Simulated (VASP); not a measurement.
# CdF2 in VASP: a series of runs, part 2 of 3

VASP 6.6.1.

### Step 3. Electric field gradients, LDA (equal xy, yz and zx shear strains of +2 %)

Contents of INCAR:

```
SYSTEM = CdF2
PREC = Accurate
ENCUT = 520
EDIFF = 1E-8
ISMEAR = -1
SIGMA = 0.02
LREAL = .False.
LASPH = .True.
NELM = 80
ALGO = Normal
ISIF = 2
LWAVE = .False.
LCHARG = .False.
LEFG = .True.
NBANDS = 20
```

Contents of KPOINTS:

```
regular mesh
0
Gamma
  8 8 8
  0 0 0
```

Contents of POSCAR:

```
CdF2
1.0
    0.0538800000      2.7209400000      2.7209400000
    2.7209400000      0.0538800000      2.7209400000
    2.7209400000      2.7209400000      0.0538800000
Cd F
1 2
Direct
    0.0000000000      0.0000000000      0.0000000000
    0.2500000000      0.2500000000      0.2500000000
    0.7500000000      0.7500000000      0.7500000000
```

Potentials or basis: VASP PAW LDA potentials, release 64 (Cd, F).

Command:

```console
> cat potpaw_LDA.64/Cd/POTCAR potpaw_LDA.64/F/POTCAR > POTCAR
> mpirun -np 1 vasp_std > vasp.out
```

OUTCAR:

```text
SYSTEM = CdF2
   PREC = Accurate
   ENCUT = 520
   EDIFF = 1E-8
   ISMEAR = -1
   LREAL = .False.
   LASPH = .True.
   NELM = 80
   ISIF = 2

 ion  position               nearest neighbor table
   1  0.000  0.000  0.000-   3 2.32   3 2.32   3 2.32   2 2.32   2 2.32   2 2.32   3 2.38   2 2.38

   2  0.250  0.250  0.250-   1 2.32   1 2.32   1 2.32   1 2.38
   3  0.750  0.750  0.750-   1 2.32   1 2.32   1 2.32   1 2.38

  LATTYP: Found a trigonal (rhomboedric) cell.
 ALAT       =     3.8483674489
 COS(alpha) =     0.5197000882

  Lattice vectors:

 A1 = (   0.0538800000,   2.7209400000,   2.7209400000)
 A2 = (   2.7209400000,   0.0538800000,   2.7209400000)
 A3 = (   2.7209400000,   2.7209400000,   0.0538800000)

Analysis of symmetry for initial positions (statically):
=====================================================================
 Subroutine PRICEL returns:
 Original cell was already a primitive cell.

 Routine SETGRP: Setting up the symmetry group for a
 trigonal (rhombohedral) supercell.

 Subroutine GETGRP returns: Found 12 space group operations
 (whereof 12 operations were pure point group operations)
 out of a pool of 12 trial point group operations.

The static configuration has the point symmetry D_3d.

Analysis of symmetry for dynamics (positions and initial velocities):
=====================================================================
 Subroutine PRICEL returns:
 Original cell was already a primitive cell.

 Routine SETGRP: Setting up the symmetry group for a
 trigonal (rhombohedral) supercell.

 Subroutine GETGRP returns: Found 12 space group operations
 (whereof 12 operations were pure point group operations)
 out of a pool of 12 trial point group operations.

The dynamic configuration has the point symmetry D_3d.

 Subroutine INISYM returns: Found 12 space group operations
 (whereof 12 operations are pure point group operations),
 and found     1 'primitive' translations

----------------------------------------------------------------------------------------

                                     Primitive cell

  volume of cell :      39.0925

  direct lattice vectors                    reciprocal lattice vectors
     0.053880000  2.720940000  2.720940000    -0.189310312  0.185634384  0.185634384
     2.720940000  0.053880000  2.720940000     0.185634384 -0.189310312  0.185634384
     2.720940000  2.720940000  0.053880000     0.185634384  0.185634384 -0.189310312

  length of vectors
     3.848367449  3.848367449  3.848367449     0.323664399  0.323664399  0.323664399

  position of ions in fractional coordinates (direct lattice)
     0.000000000  0.000000000  0.000000000
     0.250000000  0.250000000  0.250000000
     0.750000000  0.750000000  0.750000000

  ion indices of the primitive-cell ions
   primitive index   ion index
                 1           1
                 2           2
                 3           3

[... 80 lines left out ...]
   TEBEG  =    0.0;   TEEND  =   0.0 temperature during run
   PSTRESS=    0.0 pullay stress
   NELECT =      26.0000    total number of electrons
   NUPDOWN=      -1.0000    fix difference up-down
   EMIN   =  10.00;   EMAX   =-10.00  energy-range for DOS
   EFERMI =   0.00;   METHOD = LEGACY
   ISMEAR =    -1;   SIGMA  =   0.02  broadening in eV -4-tet -1-fermi 0-gaus
   EFERMI_NEDOS =   21; number of points for ismear=-14 and -15
   IALGO  =     38    algorithm
   IMIX   =      4    mixing-type and parameters
     AMIX     =   0.40;   BMIX     =  1.00
     AMIX_MAG =   1.60;   BMIX_MAG =  1.00
  volume/ion in A,a.u.               =      13.03        87.94
  Fermi-wavevector in a.u.,A,eV,Ry     =   1.429009  2.700435 27.783988  2.042066
  Thomas-Fermi vector in A             =   2.549009
   LORBIT       =      0    0 simple, 1 ext, 2 COOP (PROOUT), +10 PAW based schemes
   GGA     = CA    functional components
   LHFCALC =     F    Hartree Fock is set to
   AEXX    =    0.0000 exact exchange contribution
   IVDW    =     0    specifies the selected vdW correction
   LEPSILON=     F    determine dielectric tensor
   LRPA    =     F    only Hartree local field effects (RPA)
 non-spin polarized calculation
  energy-cutoff  :      520.00
  volume of cell :       39.09
 maximum number of plane-waves:      1064
 NGX is ok and might be reduce to    30
   NGX = 15   NGY = 15   NGZ = 15

 number of electron      25.9999988 magnetization

 Free energy of the ion-electron system (eV)
  ---------------------------------------------------
  ext. energy  EPLUGINS =         0.00000000
  ---------------------------------------------------
  free energy    TOTEN  =       -12.71260600 eV

  energy without entropy =      -12.71260600  energy(sigma->0) =      -12.71260600

 E-fermi :  -1.2299     XC(G=0): -11.1281

 val. band max:       -1.6593805378   @ k =  -0.2500   0.5000   0.2500
 cond. band min:       1.1442272106   @ k =   0.0000   0.0000   0.0000
 fundamental gap:      2.8036077484
 Fermi energy:        -1.2299140219

 k-point     1 :       0.0000    0.0000    0.0000
  band No.  band energies     occupation
      1     -22.1103      2.00000
      2     -20.9282      2.00000
      3      -7.3188      2.00000
      4      -7.3188      2.00000
      5      -7.2757      2.00000
      6      -6.0196      2.00000
[... 541 lines left out ...]
     19      16.2551      0.00000
     20      18.7996      0.00000

 [... further k-points ...]

------------------------ aborting loop because EDIFF is reached ----------------------------------------

  FORCE on cell =-STRESS in cart. coord.  units (eV):
  Direction    XX          YY          ZZ          XY          YZ          ZX
  --------------------------------------------------------------------------------------
  -------------------------------------------------------------------------------------
  Total       -1.1184892     -1.1184892     -1.1184892     -0.1098172     -0.1098172     -0.1098172
  in kB      -45.8404694    -45.8404694    -45.8404694     -4.5007795     -4.5007795     -4.5007795
  external PRESSURE =     -45.8404694 kB  Pullay stress =       0.0000000 kB

 VOLUME and BASIS-vectors are now :
 -----------------------------------------------------------------------------
  energy-cutoff  :      520.00
  volume of cell :       39.09
      direct lattice vectors                 reciprocal lattice vectors
     0.053880000  2.720940000  2.720940000    -0.189310312  0.185634384  0.185634384
     2.720940000  0.053880000  2.720940000     0.185634384 -0.189310312  0.185634384
     2.720940000  2.720940000  0.053880000     0.185634384  0.185634384 -0.189310312

 POSITION                                       TOTAL-FORCE (eV/Angst)
 -----------------------------------------------------------------------------------
      0.00000      0.00000      0.00000         0.000000     -0.000000     -0.000000
      1.37394      1.37394      1.37394        -0.026749     -0.026749     -0.026749
      4.12182      4.12182      4.12182         0.026749      0.026749      0.026749
 -----------------------------------------------------------------------------------
    total drift:                                0.000000     -0.000000      0.000000

  FREE ENERGIE OF THE ION-ELECTRON SYSTEM (eV)
  ---------------------------------------------------
  free  energy   TOTEN  =       -12.7126060008 eV

  energy  without entropy=      -12.7126060008  energy(sigma->0) =      -12.71260600

 Electric field gradients (V/A^2)
---------------------------------------------------------------------
 ion       V_xx      V_yy      V_zz      V_xy      V_xz      V_yz
---------------------------------------------------------------------
   1      -0.000     0.000    -0.000     9.599     9.599     9.599
   2      -0.000    -0.000    -0.000    -2.667    -2.667    -2.667
   3      -0.000    -0.000    -0.000    -2.667    -2.667    -2.667
---------------------------------------------------------------------

 Electric field gradients after diagonalization (V/A^2)
 (convention: |V_zz| > |V_xx| > |V_yy|)
----------------------------------------------------------------------
 ion       V_xx      V_yy      V_zz     asymmetry (V_yy - V_xx)/ V_zz
----------------------------------------------------------------------
   1      -9.599    -9.599    19.198       0.000
   2       2.667     2.667    -5.334       0.000
   3       2.667     2.667    -5.334       0.000
----------------------------------------------------------------------

           NMR quadrupolar parameters

 Cq : quadrupolar parameter    Cq=e*Q*V_zz/h
 eta: asymmetry parameters     (V_yy - V_xx)/ V_zz
 Q  : nuclear electric quadrupole moment in mb (millibarn)
----------------------------------------------------------------------
 ion       Cq(MHz)       eta       Q (mb)
----------------------------------------------------------------------
   1       0.046       0.000       1.000
   2      -0.013       0.000       1.000
   3      -0.013       0.000       1.000
----------------------------------------------------------------------
```

Run time: 1.8 min. Hardware: 1 thread of Intel Xeon 8259CL, shared host; peak memory 0.18 GiB.

Results:

* Free energy: -12.7126 eV
* Pressure: -4.6 GPa
* Largest force: 0.046 eV/Å
* Band gap on the k mesh: 2.80 eV (least direct gap 3.24 eV)
* Largest electric field gradient by atom: Cd +19.2; F -5.3 V/Å²

Forces in eV/Å, atoms in the order of the input:
```
Cd   0.000  0.000  0.000
F   -0.027 -0.027 -0.027
F    0.027  0.027  0.027
```

Stress tensor (GPa, compression positive):
```
-4.58 -0.45 -0.45
-0.45 -4.58 -0.45
-0.45 -0.45 -4.58
```

Levels at points of the mesh, in eV from the valence-band top:
```tsv
k point	band 9	band 10	band 11	band 12	band 13	band 14	band 15	band 16	band 17	band 18
(0.00, 0.00, 0.00)	-1.04	-0.94	-0.58	-0.43	-0.43	2.80	11.93	12.51	12.51	17.13
(0.50, 0.00, 0.00)	-2.38	-1.93	-1.89	-0.44	-0.37	7.00	8.84	13.89	14.30	17.55
(0.50, 0.50, 0.00)	-3.08	-3.02	-0.52	-0.12	-0.06	7.76	9.34	11.46	13.75	14.12
(0.50, 0.50, 0.50)	-2.32	-1.88	-1.88	-0.32	-0.32	6.82	8.66	14.29	14.29	17.97
```

Electric field gradients, principal values (V/Å²):
```csv
atom,least,middle,greatest (by size)
1 Cd,-9.599,-9.599,19.198
2 F,2.667,2.667,-5.334
3 F,2.667,2.667,-5.334
```

Caveat: the cell differs from its parent crystal (equal xy, yz and zx shear strains of +2 %); the cell stands under tension; without QUAD_EFG the Cq values of the log hold for a quadrupole moment of 1 mb, not for the nuclei. A k mesh can miss the band edges.

### Step 4. Electric field gradients, LDA (12.25 Å³/atom)

This run uses another cell than the first one, of 12.25 Å³/atom.

Contents of INCAR:

```
PREC = Accurate
ENCUT = 520
EDIFF = 1E-8
ISMEAR = -1
SIGMA = 0.02
LREAL = False
LASPH = True
NELM = 120
ALGO = Normal
ISIF = 2
LWAVE = False
LCHARG = False
LEFG = True
NBANDS = 24
GGA_COMPAT = False
```

Contents of KPOINTS:

```
regular mesh
0
Gamma
  8 8 8
```

Contents of POSCAR:

```
CdF2
1.0
    0.0000000000      2.6390049769      2.6390049769
    2.6390049769      0.0000000000      2.6390049769
    2.6390049769      2.6390049769      0.0000000000
Cd F
1 2
Direct
    0.0000000000      0.0000000000      0.0000000000
    0.2500000000      0.2500000000      0.2500000000
    0.7500000000      0.7500000000      0.7500000000
```

Potentials or basis: VASP PAW LDA potentials, release 64 (Cd_sv_GW, F).

Command:

```console
> cat potpaw_LDA.64/Cd_sv_GW/POTCAR potpaw_LDA.64/F/POTCAR > POTCAR
> mpirun -np 1 vasp_std > vasp.out
```

OUTCAR:

```text
PREC = Accurate
   ENCUT = 520
   EDIFF = 1E-8
   ISMEAR = -1
   LREAL = False
   LASPH = True
   NELM = 120
   ISIF = 2

 ion  position               nearest neighbor table
   1  0.000  0.000  0.000-   3 2.29   3 2.29   3 2.29   2 2.29   3 2.29   2 2.29   2 2.29   2 2.29

   2  0.250  0.250  0.250-   1 2.29   1 2.29   1 2.29   1 2.29
   3  0.750  0.750  0.750-   1 2.29   1 2.29   1 2.29   1 2.29

  LATTYP: Found a face centered cubic cell.
 ALAT       =     5.2780099538

  Lattice vectors:

 A1 = (   0.0000000000,   2.6390049769,   2.6390049769)
 A2 = (   2.6390049769,   0.0000000000,   2.6390049769)
 A3 = (   2.6390049769,   2.6390049769,   0.0000000000)

Analysis of symmetry for initial positions (statically):
=====================================================================
 Subroutine PRICEL returns:
 Original cell was already a primitive cell.

 Routine SETGRP: Setting up the symmetry group for a
 face centered cubic supercell.

 Subroutine GETGRP returns: Found 48 space group operations
 (whereof 48 operations were pure point group operations)
 out of a pool of 48 trial point group operations.

The static configuration has the point symmetry O_h .

Analysis of symmetry for dynamics (positions and initial velocities):
=====================================================================
 Subroutine PRICEL returns:
 Original cell was already a primitive cell.

 Routine SETGRP: Setting up the symmetry group for a
 face centered cubic supercell.

[... 164 lines left out ...]
      3     -58.2135      2.00000
      4     -58.2135      2.00000
      5     -19.9602      2.00000
      6     -18.5894      2.00000
[... 637 lines left out ...]
     23      19.5913      0.00000
     24      22.8067      0.00000

 [... further k-points ...]

------------------------ aborting loop because EDIFF is reached ----------------------------------------

  FORCE on cell =-STRESS in cart. coord.  units (eV):
  Direction    XX          YY          ZZ          XY          YZ          ZX
  --------------------------------------------------------------------------------------
  -------------------------------------------------------------------------------------
  Total       -0.0305997     -0.0305997     -0.0305997      0.0000000      0.0000000      0.0000000
  in kB       -1.3337588     -1.3337588     -1.3337588      0.0000000      0.0000000      0.0000000
  external PRESSURE =      -1.3337588 kB  Pullay stress =       0.0000000 kB

 VOLUME and BASIS-vectors are now :
 -----------------------------------------------------------------------------
  energy-cutoff  :      520.00
  volume of cell :       36.76
      direct lattice vectors                 reciprocal lattice vectors
     0.000000000  2.639004977  2.639004977    -0.189465349  0.189465349  0.189465349
     2.639004977  0.000000000  2.639004977     0.189465349 -0.189465349  0.189465349
     2.639004977  2.639004977  0.000000000     0.189465349  0.189465349 -0.189465349

 POSITION                                       TOTAL-FORCE (eV/Angst)
 -----------------------------------------------------------------------------------
      0.00000      0.00000      0.00000        -0.000000      0.000000     -0.000000
      1.31950      1.31950      1.31950         0.000000     -0.000000      0.000000
      3.95851      3.95851      3.95851        -0.000000      0.000000     -0.000000
 -----------------------------------------------------------------------------------
    total drift:                                0.000000     -0.000000      0.000000

  FREE ENERGIE OF THE ION-ELECTRON SYSTEM (eV)
  ---------------------------------------------------
  free  energy   TOTEN  =       -12.8103539241 eV

  energy  without entropy=      -12.8103539241  energy(sigma->0) =      -12.81035392

 Electric field gradients (V/A^2)
---------------------------------------------------------------------
 ion       V_xx      V_yy      V_zz      V_xy      V_xz      V_yz
---------------------------------------------------------------------
   1      -0.000    -0.000    -0.000    -0.001    -0.001    -0.001
   2       0.000    -0.000    -0.000     0.005     0.005     0.005
   3       0.000    -0.000    -0.000     0.005     0.005     0.005
---------------------------------------------------------------------

 Electric field gradients after diagonalization (V/A^2)
 (convention: |V_zz| > |V_xx| > |V_yy|)
----------------------------------------------------------------------
 ion       V_xx      V_yy      V_zz     asymmetry (V_yy - V_xx)/ V_zz
----------------------------------------------------------------------
   1       0.001     0.001    -0.001       0.000
   2      -0.005    -0.005     0.011       0.000
   3      -0.005    -0.005     0.011       0.000
----------------------------------------------------------------------

           NMR quadrupolar parameters

 Cq : quadrupolar parameter    Cq=e*Q*V_zz/h
 eta: asymmetry parameters     (V_yy - V_xx)/ V_zz
 Q  : nuclear electric quadrupole moment in mb (millibarn)
----------------------------------------------------------------------
 ion       Cq(MHz)       eta       Q (mb)
----------------------------------------------------------------------
   1      -0.000       0.000       1.000
   2       0.000       0.000       1.000
   3       0.000       0.000       1.000
----------------------------------------------------------------------
```

OSZICAR:

```text
N       E                     dE             d eps       ncg     rms          rms(c)
DAV:   1     0.577424403825E+03    0.57742E+03   -0.19722E+04  1432   0.196E+03
DAV:   2     0.360006500491E+02   -0.54142E+03   -0.49031E+03  1400   0.653E+02
DAV:   3    -0.124993022584E+02   -0.48500E+02   -0.48043E+02  2104   0.217E+02
DAV:   4    -0.142257762036E+02   -0.17265E+01   -0.17262E+01  1544   0.431E+01
DAV:   5    -0.142977638038E+02   -0.71988E-01   -0.71987E-01  2104   0.822E+00    0.143E+01
DAV:   6    -0.128537662334E+02    0.14440E+01   -0.33187E+00  2048   0.433E+01    0.120E+01
DAV:   7    -0.128373418132E+02    0.16424E-01   -0.37057E-01  1560   0.655E+00    0.782E+00
DAV:   8    -0.128177791110E+02    0.19563E-01   -0.12298E-01  1928   0.521E+00    0.130E+00
DAV:   9    -0.128104109240E+02    0.73682E-02   -0.29467E-02  2016   0.413E+00    0.193E-01
DAV:  10    -0.128103508011E+02    0.60123E-04   -0.18282E-03  2104   0.649E-01    0.922E-02
DAV:  11    -0.128103558860E+02   -0.50849E-05   -0.75847E-05  2184   0.204E-01    0.362E-02
DAV:  12    -0.128103537297E+02    0.21563E-05   -0.96593E-06  2072   0.430E-02    0.264E-03
DAV:  13    -0.128103539404E+02   -0.21069E-06   -0.36422E-07  2016   0.121E-02    0.230E-03
DAV:  14    -0.128103539284E+02    0.11965E-07   -0.29336E-08  1616   0.814E-03    0.667E-04
DAV:  15    -0.128103539241E+02    0.42592E-08   -0.10786E-08  1152   0.161E-03
   1 F= -.12810354E+02 E0= -.12810354E+02  d E =-.293931E-15
```

Run time: 16 s. Hardware: 1 thread of Intel Xeon 6975P-C (Granite Rapids), shared host; peak memory 0.15 GiB.

Results:

| Property | Result |
| --- | --- |
| Free energy | -12.8104 eV |
| Pressure | -0.1 GPa |
| Band gap on the k mesh | 3.03 eV (least direct gap 3.43 eV) |
| Largest electric field gradient by atom | under 0.05 V/Å² on every atom |

Levels at points of the mesh, in eV from the valence-band top:
```csv
k point,band 14,band 15,band 16,band 17,band 18,band 19,band 20,band 21
"(0.00, 0.00, 0.00)",-1.19,-0.40,-0.40,-0.40,3.03,12.57,12.57,12.57
"(0.50, 0.00, 0.00)",-2.16,-2.16,-0.34,-0.34,7.43,8.96,14.69,14.69
"(0.50, 0.50, 0.00)",-3.18,-0.67,-0.10,-0.10,8.27,9.70,11.57,14.48
```

A k mesh can miss the band edges.

(Part 2 of 3 ends here.)
